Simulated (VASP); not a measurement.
# BAs (P6_3/mmc) in VASP: notebook

BAs is run at these levels: r2SCAN, HSE06; tasks: single point.

Program: VASP 6.6.1. These are calculated values, not measurements. Logs are shortened: lines on timing, memory, paths and dates and some standing lists are left out, and cuts for length are marked.

## (1) The cell of the first run

Symmetry: P6_3/mmc, No. 194, hexagonal system. Conventional cell: a = 3.366 Å, b = 3.366 Å, c = 8.598 Å, α = 90.00°, β = 90.00°, γ = 120.00°. Within 2.6 Å of B (site symmetry -6m2) lie 3 As at 1.94 Å. Within 2.6 Å of As (site symmetry -6m2) lie 3 B at 1.94 Å.

## (2) Single point, r2SCAN (uniaxial z strain -1.7%)

Contents of POSCAR:

```
BAs
1.0
    3.3658576581      0.0000000000      0.0000000000
   -1.6829288290      2.9149182375      0.0000000000
    0.0000000000      0.0000000000      8.5976850882
B As
2 2
Direct
    0.3333333333      0.6666666667      0.2500000000
    0.6666666667      0.3333333333      0.7500000000
    0.6666666667      0.3333333333      0.2500000000
    0.3333333333      0.6666666667      0.7500000000
```

Contents of INCAR.step1:

```
PREC = Accurate
ENCUT = 520
ISMEAR = 0
SIGMA = 0.01
LREAL = F
LASPH = T
NELM = 60
NBANDS = 16
GGA = PE
ALGO = Normal
EDIFF = 1E-4
LWAVE = T
LCHARG = F
```

Contents of INCAR.step2:

```
PREC = Accurate
ENCUT = 520
EDIFF = 1E-6
ISMEAR = 0
SIGMA = 0.01
LREAL = F
LASPH = T
NELM = 60
ALGO = Normal
ISIF = 2
LWAVE = F
LCHARG = F
METAGGA = R2SCAN
LMIXTAU = T
NBANDS = 16
ISTART = 1
```

Contents of KPOINTS:

```
Automatic mesh
0
Gamma
  12 12 4
```

Potentials or basis: VASP PAW PBE potentials, release 64 (B, As).

The run is started by

```sh
$ cat potpaw_PBE.64/B/POTCAR potpaw_PBE.64/As/POTCAR > POTCAR
$ cp INCAR.step1 INCAR
$ mpirun -np 1 vasp_std > vasp.out
$ cp INCAR.step2 INCAR
$ mpirun -np 1 vasp_std > vasp.out
```

OUTCAR:

```text
PREC = Accurate
   ENCUT = 520
   EDIFF = 1E-6
   ISMEAR = 0
   LREAL = F
   LASPH = T
   NELM = 60
   ISIF = 2
   METAGGA = R2SCAN
   ISTART = 1

 ion  position               nearest neighbor table
   1  0.333  0.667  0.250-   3 1.94   3 1.94   3 1.94
   2  0.667  0.333  0.750-   4 1.94   4 1.94   4 1.94
   3  0.667  0.333  0.250-   1 1.94   1 1.94   1 1.94
   4  0.333  0.667  0.750-   2 1.94   2 1.94   2 1.94

  LATTYP: Found a hexagonal cell.
 ALAT       =     3.3658576581
 C/A-ratio  =     2.5543816648

  Lattice vectors:

 A1 = (   3.3658576581,   0.0000000000,   0.0000000000)
 A2 = (  -1.6829288290,   2.9149182375,   0.0000000000)
 A3 = (   0.0000000000,   0.0000000000,   8.5976850882)

Analysis of symmetry for initial positions (statically):
=====================================================================
 Subroutine PRICEL returns:
 Original cell was already a primitive cell.

 Routine SETGRP: Setting up the symmetry group for a
 hexagonal supercell.

 Subroutine GETGRP returns: Found 24 space group operations
 (whereof 12 operations were pure point group operations)
 out of a pool of 24 trial point group operations.

The static configuration has the point symmetry D_3d.
 The point group associated with its full space group is D_6h.

Analysis of symmetry for dynamics (positions and initial velocities):
=====================================================================
 Subroutine PRICEL returns:
 Original cell was already a primitive cell.

 Routine SETGRP: Setting up the symmetry group for a
 hexagonal supercell.

 Subroutine GETGRP returns: Found 24 space group operations
 (whereof 12 operations were pure point group operations)
 out of a pool of 24 trial point group operations.

The dynamic configuration has the point symmetry D_3d.
 The point group associated with its full space group is D_6h.

 Subroutine INISYM returns: Found 24 space group operations
 (whereof 12 operations are pure point group operations),
 and found     1 'primitive' translations

----------------------------------------------------------------------------------------

                                     Primitive cell

  volume of cell :      84.3536

  direct lattice vectors                    reciprocal lattice vectors
     3.365857658  0.000000000  0.000000000     0.297101096  0.171531398  0.000000000
    -1.682928829  2.914918237  0.000000000     0.000000000  0.343062796  0.000000000
     0.000000000  0.000000000  8.597685088     0.000000000  0.000000000  0.116310378

  length of vectors
     3.365857658  3.365857658  8.597685088     0.343062796  0.343062796  0.116310378

  position of ions in fractional coordinates (direct lattice)
     0.333333333  0.666666667  0.250000000
     0.666666667  0.333333333  0.750000000
     0.666666667  0.333333333  0.250000000
     0.333333333  0.666666667  0.750000000

  ion indices of the primitive-cell ions
   primitive index   ion index
                 1           1
                 2           2
                 3           3
                 4           4

----------------------------------------------------------------------------------------

 KPOINTS: Automatic mesh

Automatic generation of k-mesh.
 Grid dimensions read from file:
 generate k-points for:   12   12    4

 Generating k-lattice:

  Cartesian coordinates                     Fractional coordinates (reciprocal lattice)
     0.024758425  0.014294283  0.000000000     0.083333333 -0.000000000  0.000000000
     0.000000000  0.028588566  0.000000000     0.000000000  0.083333333  0.000000000
     0.000000000  0.000000000  0.029077594     0.000000000  0.000000000  0.250000000

  Length of vectors
     0.028588566  0.028588566  0.029077594

  Shift w.r.t. Gamma in fractional coordinates (k-lattice)
     0.000000000  0.000000000  0.000000000

 Subroutine IBZKPT returns following result:
 ===========================================

 Found     57 irreducible k-points:

 Following reciprocal coordinates:
            Coordinates               Weight
  0.000000  0.000000  0.000000      1.000000
  0.083333 -0.000000  0.000000      6.000000
  0.166667  0.000000  0.000000      6.000000
  0.250000 -0.000000  0.000000      6.000000
  0.333333 -0.000000  0.000000      6.000000
  0.416667 -0.000000  0.000000      6.000000
[... 16 lines left out ...]
  0.250000 -0.000000  0.250000     12.000000
  0.333333 -0.000000  0.250000     12.000000
 [... further k-points ...]
   k-points           NKPTS =     57   k-points in BZ     NKDIM =     57   number of bands    NBANDS=     16
   number of dos      NEDOS =    301   number of ions     NIONS =      4
   total plane-waves  NPLWV =  50176
   dimension x,y,z NGX =    28 NGY =   28 NGZ =   64
   dimension x,y,z NGXF=    56 NGYF=   56 NGZF=  128
   ions per type =               2   2
   NGX,Y,Z   is equivalent  to a cutoff of  13.83, 13.83, 12.38 a.u.
   NGXF,Y,Z  is equivalent  to a cutoff of  27.66, 27.66, 24.75 a.u.
 SYSTEM =  unknown system
   PREC   = accura    normal or accurate (medium, high low for compatibility)
   ISTART =      1    job   : 0-new  1-cont  2-samecut
   ICHARG =      0    charge: 1-file 2-atom 10-const
   ISPIN  =      1    spin polarized calculation?
   LNONCOLLINEAR =      F non collinear calculations
   LSORBIT =      F    spin-orbit coupling
   LASPH  =      T    aspherical Exc in radial PAW
   ENCUT  =  520.0 eV  38.22 Ry    6.18 a.u.   6.26  6.26 15.99*2*pi/ulx,y,z
   NELM   =     60;   NELMIN=  2; NELMDL=  0     # of ELM steps
   EDIFF  = 0.1E-05   stopping-criterion for ELM
   LREAL  =      F    real-space projection
   EDIFFG = 0.1E-04   stopping-criterion for IOM
   NSW    =      0    number of steps for IOM
   IBRION =     -1    ionic relax: 0-MD 1-quasi-New 2-CG
   NFREE  =      0    steps in history (QN), initial steepest desc. (CG)
   ISIF   =      2    stress and relaxation
   ISYM   =      2    0-nonsym 1-usesym 2-fastsym
   POTIM  = 0.5000    time-step for ionic-motion
   TEBEG  =    0.0;   TEEND  =   0.0 temperature during run
   PSTRESS=    0.0 pullay stress
   NELECT =      16.0000    total number of electrons
   NUPDOWN=      -1.0000    fix difference up-down
   EMIN   =  10.00;   EMAX   =-10.00  energy-range for DOS
   EFERMI =   0.00;   METHOD = LEGACY
   ISMEAR =     0;   SIGMA  =   0.01  broadening in eV -4-tet -1-fermi 0-gaus
   EFERMI_NEDOS =   21; number of points for ismear=-14 and -15
   IALGO  =     38    algorithm
   IMIX   =      4    mixing-type and parameters
     AMIX     =   0.40;   BMIX     =  1.00
     AMIX_MAG =   1.60;   BMIX_MAG =  1.00
  volume/ion in A,a.u.               =      21.09       142.31
  Fermi-wavevector in a.u.,A,eV,Ry     =   0.940619  1.777512 12.037939  0.884764
  Thomas-Fermi vector in A             =   2.068048
   LORBIT       =      0    0 simple, 1 ext, 2 COOP (PROOUT), +10 PAW based schemes
   METAGGA = R2SCAN    functional components
   LHFCALC =     F    Hartree Fock is set to
   AEXX    =    0.0000 exact exchange contribution
   IVDW    =     0    specifies the selected vdW correction
   LEPSILON=     F    determine dielectric tensor
   LRPA    =     F    only Hartree local field effects (RPA)
 non-spin polarized calculation
 Gauss-broadening in eV      SIGMA  =   0.01
  energy-cutoff  :      520.00
  volume of cell :       84.35
 maximum number of plane-waves:      2300
 NGX is ok and might be reduce to    28
   NGX = 13   NGY = 13   NGZ = 31

 number of electron      16.0000001 magnetization

 Free energy of the ion-electron system (eV)
  ---------------------------------------------------
  ext. energy  EPLUGINS =         0.00000000
  ---------------------------------------------------
  free energy    TOTEN  =       -42.89290958 eV

  energy without entropy =      -42.89290958  energy(sigma->0) =      -42.89290958

 E-fermi :   1.8819     XC(G=0):  -8.7257

 val. band max:        1.7634635902   @ k =   0.3333   0.3333   0.5000
 cond. band min:       2.7139186795   @ k =   0.3333   0.3333   0.5000
 fundamental gap:      0.9504550893
 Fermi energy:         1.8818538547

 k-point     1 :       0.0000    0.0000    0.0000
  band No.  band energies     occupation
      1     -12.8284      2.00000
      2     -12.7028      2.00000
      3      -2.9908      2.00000
      4      -1.6776      2.00000
      5       0.2012      2.00000
      6       0.2012      2.00000
[... 8 lines left out ...]
     15       7.0116      0.00000
     16       9.8841      0.00000

 k-point     2 :       0.0833   -0.0000    0.0000
  band No.  band energies     occupation
      1     -12.7246      2.00000
      2     -12.5997      2.00000
      3      -2.8728      2.00000
      4      -1.5633      2.00000
      5      -0.4683      2.00000
      6      -0.4152      2.00000
[... 8 lines left out ...]
     15       7.4619      0.00000
     16       9.4644      0.00000

 k-point     3 :       0.1667    0.0000    0.0000
  band No.  band energies     occupation
      1     -12.4162      2.00000
      2     -12.2937      2.00000
      3      -2.5215      2.00000
      4      -1.9337      2.00000
      5      -1.8639      2.00000
      6      -1.2243      2.00000
[... 8 lines left out ...]
     15       8.6534      0.00000
     16       8.8324      0.00000

 k-point     4 :       0.2500   -0.0000    0.0000
  band No.  band energies     occupation
      1     -11.9159      2.00000
      2     -11.7977      2.00000
      3      -3.5860      2.00000
      4      -3.5048      2.00000
      5      -1.9476      2.00000
      6      -1.1287      2.00000
[... 8 lines left out ...]
     15      10.2301      0.00000
     16      10.3189      0.00000
[... 324 lines left out ...]
 k-point    22 :       0.1667    0.0000    0.2500
  band No.  band energies     occupation
      1     -12.3988      2.00000
      2     -12.3122      2.00000
      3      -2.3647      2.00000
      4      -1.9226      2.00000
      5      -1.8757      2.00000
      6      -1.4562      2.00000
[... 8 lines left out ...]
     15       8.6392      0.00000
     16       8.6813      0.00000

 k-point    23 :       0.2500   -0.0000    0.2500
  band No.  band energies     occupation
      1     -11.8991      2.00000
      2     -11.8156      2.00000
      3      -3.5747      2.00000
      4      -3.5173      2.00000
      5      -1.7917      2.00000
      6      -1.1213      2.00000
[... 8 lines left out ...]
     15      10.2422      0.00000
     16      10.3049      0.00000

 k-point    24 :       0.3333   -0.0000    0.2500
  band No.  band energies     occupation
      1     -11.2426      2.00000
      2     -11.1649      2.00000
      3      -5.1362      2.00000
      4      -5.0748      2.00000
      5      -1.5982      2.00000
      6      -1.5609      2.00000
[... 8 lines left out ...]
     15      11.4621      0.00000
     16      12.1984      0.00000

 [... further k-points ...]

------------------------ aborting loop because EDIFF is reached ----------------------------------------

  FORCE on cell =-STRESS in cart. coord.  units (eV):
  Direction    XX          YY          ZZ          XY          YZ          ZX
  --------------------------------------------------------------------------------------
  -------------------------------------------------------------------------------------
  Total        0.1862411      0.1862411      0.0617749      0.0000000      0.0000000      0.0000000
  in kB        3.5373862      3.5373862      1.1733269      0.0000000      0.0000000      0.0000000
  external PRESSURE =       2.7493665 kB  Pullay stress =       0.0000000 kB

 VOLUME and BASIS-vectors are now :
 -----------------------------------------------------------------------------
  energy-cutoff  :      520.00
  volume of cell :       84.35
      direct lattice vectors                 reciprocal lattice vectors
     3.365857658  0.000000000  0.000000000     0.297101096  0.171531398  0.000000000
    -1.682928829  2.914918237  0.000000000     0.000000000  0.343062796  0.000000000
     0.000000000  0.000000000  8.597685088     0.000000000  0.000000000  0.116310378

 POSITION                                       TOTAL-FORCE (eV/Angst)
 -----------------------------------------------------------------------------------
     -0.00000      1.94328      2.14942         0.000000     -0.000000     -0.000000
      1.68293      0.97164      6.44826        -0.000000      0.000000     -0.000000
      1.68293      0.97164      2.14942         0.000000     -0.000000      0.000000
     -0.00000      1.94328      6.44826        -0.000000      0.000000      0.000000
 -----------------------------------------------------------------------------------
    total drift:                               -0.000000      0.000000      0.000000

  FREE ENERGIE OF THE ION-ELECTRON SYSTEM (eV)
  ---------------------------------------------------
  free  energy   TOTEN  =       -42.8929095843 eV

  energy  without entropy=      -42.8929095843  energy(sigma->0) =      -42.89290958
```

Run time: 5.3 min. Hardware: 1 thread of Intel Xeon Platinum 8259CL at 2.50GHz (Skylake/Cascade Lake), shared host; peak memory 0.26 GiB.

What came out:

```
Free energy            : -42.8929 eV
Pressure               : 0.3 GPa
Band gap on the k mesh : 0.95 eV
```

Caveat: the cell differs from its parent crystal (uniaxial z strain -1.7%); the PAW data sets were made with another functional, which shifts forces and pressure a little. A k mesh can miss the band edges.

## (3) Single point, HSE06 (uniaxial z strain -1.7%)

POSCAR is that of step 2.

Contents of INCAR.step1:

```
SYSTEM = BAs
PREC     = Accurate       ! precision mode
ENCUT    = 520            ! plane-wave cutoff, eV
EDIFF    = 1E-5           ! SCF threshold, eV
ISMEAR   = 0              ! smearing method
SIGMA    = 0.01           ! smearing width, eV
LREAL    = .False.        ! projectors in reciprocal space
LASPH    = .True.         ! aspherical terms in the spheres
NELM     = 80             ! most SCF steps
ALGO     = Normal         ! electronic algorithm
ISIF     = 2              ! what is computed and relaxed
LWAVE    = .True.         ! write WAVECAR
LCHARG   = .False.        ! write CHGCAR
GGA      = PE             ! functional
NBANDS   = 16             ! bands
```

Contents of INCAR.step2:

```
SYSTEM = BAs
PREC     = Accurate       ! precision mode
ENCUT    = 520            ! plane-wave cutoff, eV
EDIFF    = 1E-6           ! SCF threshold, eV
ISMEAR   = 0              ! smearing method
SIGMA    = 0.01           ! smearing width, eV
LREAL    = .False.        ! projectors in reciprocal space
LASPH    = .True.         ! aspherical terms in the spheres
NELM     = 80             ! most SCF steps
ALGO     = Normal         ! electronic algorithm
ISIF     = 2              ! what is computed and relaxed
LWAVE    = .False.        ! write WAVECAR
LCHARG   = .False.        ! write CHGCAR
GGA      = PE             ! functional
LHFCALC  = .True.         ! exact exchange
HFSCREEN = 0.2079         ! screening, 1/A
PRECFOCK = Normal       
ISTART   = 1            
NBANDS   = 16             ! bands
```

Contents of KPOINTS:

```
Automatic mesh
0
Gamma
  6 6 2
  0 0 0
```

Potentials or basis: VASP PAW PBE potentials, release 64 (B, As).

The run is started by

```sh
$ cat potpaw_PBE.64/B/POTCAR potpaw_PBE.64/As/POTCAR > POTCAR
$ cp INCAR.step1 INCAR
$ mpirun -np 1 vasp_std > vasp.out
$ cp INCAR.step2 INCAR
$ mpirun -np 1 vasp_std > vasp.out
```

Run time: 20 min. Hardware: 1 thread of Intel Xeon Platinum 8259CL at 2.50GHz (Skylake/Cascade Lake), shared host; peak memory 0.34 GiB.

Results (log left out):

```yaml
Free_energy: -24.7249 eV
Pressure: -0.1 GPa
Band_gap_on_the_k_mesh: 1.14 eV
```

Stress tensor (GPa, compression positive):
```
-0.38  0.00  0.00
 0.00 -0.38  0.00
 0.00  0.00  0.51
```

Levels at points of the mesh, in eV from the valence-band top:
```tsv
k point	band 6	band 7	band 8	band 9	band 10	band 11
(0.00, 0.00, 0.00)	-1.89	-1.85	-1.85	3.85	4.80	5.06
(0.50, 0.00, 0.00)	-4.11	-1.71	-0.61	1.32	2.65	3.13
(0.00, 0.00, 0.50)	-1.87	-1.87	-1.87	4.88	4.88	5.67
(0.50, 0.00, 0.50)	-4.14	-1.20	-1.20	1.87	1.87	3.24
```

Caveat: the cell differs from its parent crystal (uniaxial z strain -1.7%); the PAW data sets were made with another functional, which shifts forces and pressure a little; this functional lacks dispersion, which binds layers or chains, so the pressure and a relaxed spacing across them are unreliable. A k mesh can miss the band edges.
